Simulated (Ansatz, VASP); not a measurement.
**One calculation of V, two programs**

```xyz
1
Lattice="-1.5584 1.5584 1.5130 1.5584 -1.5584 1.5130 1.5584 1.5584 -1.5130" Properties=species:S:1:pos:R:3 pbc="T T T"
V     0.0000    0.0000    0.0000
```

Change from the starting cell: equal xx and yy strain of +3 %, crystal datasets.

Alike in both runs: task electric field gradients; functional PBE; k mesh 19 × 19 × 19; occupations fermi-dirac, width 0.03 eV; collinear spin.

|  | VASP | Ansatz |
| --- | --- | --- |
| version | VASP 6.6.1 | Ansatz 0.2.0 |
| potentials or method | VASP PAW PBE potentials, release 64 (V_sv), cutoff 520 eV | all-electron PAW with datasets made for the crystal, scalar-relativistic |

```tsv
	VASP	Ansatz	Ansatz less VASP
pressure (GPa)	-13.4	-13.6	-0.21
traceless stress, the component that is largest in VASP (GPa)	1.73	1.73	-0.002
net moment per atom (μB)	0.00	0.00	0.000
size of Vzz on the site where it differs most (V/Å²)	1.6	1.5	-0.12
```

Ansatz ran all-electron here, and VASP with PAW potentials. Ansatz's warnings: seeded moment not kept.
